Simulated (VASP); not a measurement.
A run of VASP 6.6.1:

INCAR

```
SYSTEM = C
  PREC = Accurate
  ENCUT = 520
  EDIFF = 1E-7
  ISMEAR = 0
  SIGMA = 0.1
  LREAL = .FALSE.
  LASPH = .TRUE.
  NELM = 60
  ALGO = Normal
  ISIF = 2
  LWAVE = .FALSE.
  LCHARG = .FALSE.
  GGA = PE
  NBANDS = 16
```

File KPOINTS:

```
regular mesh
0
G
  21 21 6
  0 0 0
```

The input POSCAR:

```
C
1.0
    2.4559181299      0.0000000000      0.0000000000
   -1.2279590650      2.1268874901      0.0000000000
    0.0000000000      0.0000000000      6.5061409809
C
4
Direct
    0.0000000000      0.0000000000      0.2500000000
    0.0000000000      0.0000000000      0.7500000000
    0.3333333333      0.6666666667      0.2500000000
    0.6666666667      0.3333333333      0.7500000000
```

Potentials or basis: VASP PAW PBE potentials, release 64 (C).

Launch:

```console
$ cat potpaw_PBE.64/C/POTCAR > POTCAR
$ mpirun -np 1 vasp_std > vasp.out
```

Hardware: 1 thread of Intel(R) Xeon(R) 6975P-C (Granite Rapids) (shared host).

Problem. Estimate the wall time of this run.

Solution. It took 37 s on 1 thread of Intel(R) Xeon(R) 6975P-C (Granite Rapids) (shared host), peak memory 0.19 GiB. Counts: scf iterations 13, k points 192.
